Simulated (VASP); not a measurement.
# Tl2H (P1) in VASP: a series of runs

The runs below take Tl2H through single point, with PBE.

Everything below comes from runs of VASP 6.6.1. Logs are shortened: lines on timing, memory, paths and dates and some standing lists are left out, and cuts for length are marked.

## Step 1: The cell of the first run

The typed cell holds 3 atoms: a = 4.457 Å, b = 4.697 Å, c = 4.680 Å, α = 61.93°, β = 59.19°, γ = 61.04°.

## Step 2: Single point, PBE

Contents of INCAR:

```
SYSTEM = Tl2H
ALGO = Normal
EDIFF = 1E-6
ENCUT = 500
GGA = PE
GGA_COMPAT = .FALSE.
ISIF = 2
ISMEAR = -1
LASPH = .TRUE.
LCHARG = .FALSE.
LREAL = .FALSE.
LWAVE = .FALSE.
NBANDS = 20
NELM = 120
PREC = Accurate
SIGMA = 0.15
```

Contents of KPOINTS:

```
Automatic mesh
0
Gamma
  2 2 2
  0.5 0.5 0.5
```

Contents of POSCAR:

```
Tl2H
1.0
   -3.1925600000      0.0749020000      3.1086110000
    0.1195320000      3.3376910000      3.3030460000
   -3.3335060000      3.2842020000     -0.0660440000
H Tl
1 2
Direct
    0.2356420000      0.3301250000      0.9907040000
    0.4786140000      0.5915930000      1.2564780000
    1.0106090000      1.0422670000      1.7559250000
```

Potentials or basis: VASP PAW PBE potentials, release 64 (H, Tl_d).

On the command line:

```bash
$ cat potpaw_PBE.64/H/POTCAR potpaw_PBE.64/Tl_d/POTCAR > POTCAR
$ mpirun -np 1 vasp_std > vasp.out
```

OUTCAR:

```text
SYSTEM = Tl2H
   EDIFF = 1E-6
   ENCUT = 500
   GGA = PE
   ISIF = 2
   ISMEAR = -1
   LASPH = .TRUE.
   LREAL = .FALSE.
   NELM = 120
   PREC = Accurate

 ion  position               nearest neighbor table
   1  0.236  0.330  0.991-
   2  0.479  0.592  0.256-   3 3.11   3 3.18   3 3.22   3 3.32   3 3.44   3 3.44
   3  0.011  0.042  0.756-   2 3.11   2 3.18   2 3.22   2 3.32   2 3.44   2 3.44

  LATTYP: Found a triclinic cell.
 ALAT       =     7.8080434761
 B/A-ratio  =     0.5959671682
 C/A-ratio  =     0.5993847386
 COS(alpha) =     0.0155232788
 COS(beta)  =     0.3016042707
 COS(gamma) =     0.8636333829

  Lattice vectors:

 A1 = (   6.5046520000,   3.1878870000,  -2.9141760000)
 A2 = (   3.3120920000,   3.2627890000,   0.1944350000)
 A3 = (   3.3335060000,  -3.2842020000,   0.0660440000)

Analysis of symmetry for initial positions (statically):
=====================================================================
 Subroutine PRICEL returns:
 Original cell was already a primitive cell.

 Routine SETGRP: Setting up the symmetry group for a
 triclinic supercell.

 Subroutine GETGRP returns: Found  1 space group operations
 (whereof  1 operations were pure point group operations)
 out of a pool of  2 trial point group operations.

The static configuration has the point symmetry C_1 .

Analysis of symmetry for dynamics (positions and initial velocities):
=====================================================================
 Subroutine PRICEL returns:
 Original cell was already a primitive cell.

 Routine SETGRP: Setting up the symmetry group for a
 triclinic supercell.

 Subroutine GETGRP returns: Found  1 space group operations
 (whereof  1 operations were pure point group operations)
 out of a pool of  2 trial point group operations.

The dynamic configuration has the point symmetry C_1 .

 Subroutine INISYM returns: Found  1 space group operations
 (whereof  1 operations are pure point group operations),
 and found     1 'primitive' translations

----------------------------------------------------------------------------------------

                                     Primitive cell

  volume of cell :      70.3195

  direct lattice vectors                    reciprocal lattice vectors
    -3.192560000  0.074902000  3.108611000    -0.157400220 -0.156469106  0.163806344
[... 61 lines left out ...]
   ISPIN  =      1    spin polarized calculation?
   LNONCOLLINEAR =      F non collinear calculations
   LSORBIT =      F    spin-orbit coupling
   LASPH  =      T    aspherical Exc in radial PAW
   ENCUT  =  500.0 eV  36.75 Ry    6.06 a.u.   8.13  8.56  8.53*2*pi/ulx,y,z
   NELM   =    120;   NELMIN=  2; NELMDL= -5     # of ELM steps
   EDIFF  = 0.1E-05   stopping-criterion for ELM
   LREAL  =      F    real-space projection
   EDIFFG = 0.1E-04   stopping-criterion for IOM
   NSW    =      0    number of steps for IOM
   IBRION =     -1    ionic relax: 0-MD 1-quasi-New 2-CG
   NFREE  =      0    steps in history (QN), initial steepest desc. (CG)
   ISIF   =      2    stress and relaxation
   ISYM   =      2    0-nonsym 1-usesym 2-fastsym
   POTIM  = 0.5000    time-step for ionic-motion
   TEBEG  =    0.0;   TEEND  =   0.0 temperature during run
   PSTRESS=    0.0 pullay stress
   NELECT =      27.0000    total number of electrons
   NUPDOWN=      -1.0000    fix difference up-down
   EMIN   =  10.00;   EMAX   =-10.00  energy-range for DOS
   EFERMI =   0.00;   METHOD = LEGACY
   ISMEAR =    -1;   SIGMA  =   0.15  broadening in eV -4-tet -1-fermi 0-gaus
   EFERMI_NEDOS =   21; number of points for ismear=-14 and -15
   IALGO  =     38    algorithm
   IMIX   =      4    mixing-type and parameters
     AMIX     =   0.40;   BMIX     =  1.00
     AMIX_MAG =   1.60;   BMIX_MAG =  1.00
  volume/ion in A,a.u.               =      23.44       158.18
  Fermi-wavevector in a.u.,A,eV,Ry     =   1.189883  2.248552 19.263413  1.415821
  Thomas-Fermi vector in A             =   2.325980
   LORBIT       =      0    0 simple, 1 ext, 2 COOP (PROOUT), +10 PAW based schemes
   GGA     = PE    functional components
   LHFCALC =     F    Hartree Fock is set to
   AEXX    =    0.0000 exact exchange contribution
   IVDW    =     0    specifies the selected vdW correction
   LEPSILON=     F    determine dielectric tensor
   LRPA    =     F    only Hartree local field effects (RPA)
 non-spin polarized calculation
  energy-cutoff  :      500.00
  volume of cell :       70.32
 maximum number of plane-waves:      1797
 NGX is ok and might be reduce to    36
   NGX = 17   NGY = 17   NGZ = 17

 number of electron      27.0000001 magnetization

 Free energy of the ion-electron system (eV)
  ---------------------------------------------------
  ext. energy  EPLUGINS =         0.00000000
  ---------------------------------------------------
  free energy    TOTEN  =        -6.14840019 eV

  energy without entropy =       -5.98639988  energy(sigma->0) =       -6.06740003

 E-fermi :   4.8972     XC(G=0):  -9.4278

 val. band max:        4.8930310318   @ k =  -0.2500  -0.2500   0.2500
 cond. band min:       4.8979820119   @ k =  -0.2500   0.2500   0.2500
 fundamental gap:      0.0049509800
 Fermi energy:         4.8971600709

 k-point     1 :       0.2500    0.2500    0.2500
  band No.  band energies     occupation
      1      -7.1051      2.00000
      2      -7.0522      2.00000
      3      -6.8641      2.00000
      4      -6.8154      2.00000
      5      -6.8047      2.00000
      6      -6.4617      2.00000
[... 81 lines left out ...]
     19      13.1386      0.00000
     20      13.2358      0.00000

------------------------ aborting loop because EDIFF is reached ----------------------------------------

  FORCE on cell =-STRESS in cart. coord.  units (eV):
  Direction    XX          YY          ZZ          XY          YZ          ZX
  --------------------------------------------------------------------------------------
  -------------------------------------------------------------------------------------
  Total        2.2686359     -0.4852662      1.6367855     -0.6170295      1.7760375      1.1057515
  in kB       51.6891770    -11.0564286     37.2929355    -14.0585565     40.4656892     25.1937236
  external PRESSURE =      25.9752280 kB  Pullay stress =       0.0000000 kB

 VOLUME and BASIS-vectors are now :
 -----------------------------------------------------------------------------
  energy-cutoff  :      500.00
  volume of cell :       70.32
      direct lattice vectors                 reciprocal lattice vectors
    -3.192560000  0.074902000  3.108611000    -0.157400220 -0.156469106  0.163806344
     0.119532000  3.337691000  3.303046000     0.145254919  0.150362600  0.145554586
    -3.333506000  3.284202000 -0.066044000    -0.144030862  0.155245004 -0.151661089

 POSITION                                       TOTAL-FORCE (eV/Angst)
 -----------------------------------------------------------------------------------
     -4.01536      4.37318      1.75751         0.035890      0.001105      0.011867
     -2.31226      2.85273      3.42494         0.461354     -0.206035     -0.392535
     -2.54870      2.62448      0.12266        -0.497244      0.204930      0.380667
 -----------------------------------------------------------------------------------
    total drift:                                0.000081     -0.000036     -0.000142

  FREE ENERGIE OF THE ION-ELECTRON SYSTEM (eV)
  ---------------------------------------------------
  free  energy   TOTEN  =        -6.1484001876 eV

  energy  without entropy=       -5.9863998780  energy(sigma->0) =       -6.06740003
```

Run time: 17 s. Hardware: 1 thread of Intel Xeon 8259CL, shared host; peak memory 0.2 GiB.

Results:

* Free energy: -6.1484 eV
* Pressure: 2.6 GPa
* Largest force: 0.659 eV/Å

Forces on the atoms (eV/Å):
```
H    0.036  0.001  0.012
Tl   0.461 -0.206 -0.393
Tl  -0.497  0.205  0.381
```

Caveat: the k points lie up to 0.87 Å⁻¹ apart; spin-orbit coupling is left out, which moves the levels of the heavy elements.

## Step 3: Single point, PBE, non-collinear spin, zero start, spin-orbit coupling

Contents of INCAR:

```
ALGO = Normal
EDIFF = 1E-6
ENCUT = 500
GGA = PE
GGA_COMPAT = F
ISIF = 2
ISMEAR = -1
LASPH = T
LCHARG = F
LNONCOLLINEAR = T
LORBIT = 11
LORBMOM = T
LREAL = F
LSORBIT = T
LWAVE = F
MAGMOM = 0 0 0 0 0 0 0 0 0
NBANDS = 40
NELM = 200
PREC = Accurate
SIGMA = 0.15
```

KPOINTS is that of step 2.

POSCAR is that of step 2.

Potentials or basis: VASP PAW PBE potentials, release 64 (H, Tl_d).

On the command line:

```bash
$ cat potpaw_PBE.64/H/POTCAR potpaw_PBE.64/Tl_d/POTCAR > POTCAR
$ mpirun -np 1 vasp_ncl > vasp.out
```

Run time: 2.3 min. Hardware: 1 thread of Intel Xeon 8259CL, shared host; peak memory 0.39 GiB.

Results (log left out):

```
Free energy                                           : -6.7067 eV
Pressure                                              : 2.3 GPa
Largest force                                         : 0.611 eV/Å
Net moment                                            : 0.00 μB per cell
Valence electrons inside the program's atomic spheres : H 0.45; Tl 11.20
```

Forces in eV/Å, atoms in the order of the input:
```
H    0.044 -0.003  0.018
Tl   0.401 -0.272 -0.335
Tl  -0.444  0.275  0.317
```

Stress tensor (GPa, compression positive):
```
 4.72 -0.94  1.65
-0.94 -0.65  3.85
 1.65  3.85  2.94
```

Moments on the atoms (μB; x, y, z):
```
H   0.00 0.00 0.00
Tl  0.00 0.00 0.00
Tl  0.00 0.00 0.00
```

Caveat: the k points lie up to 0.87 Å⁻¹ apart.
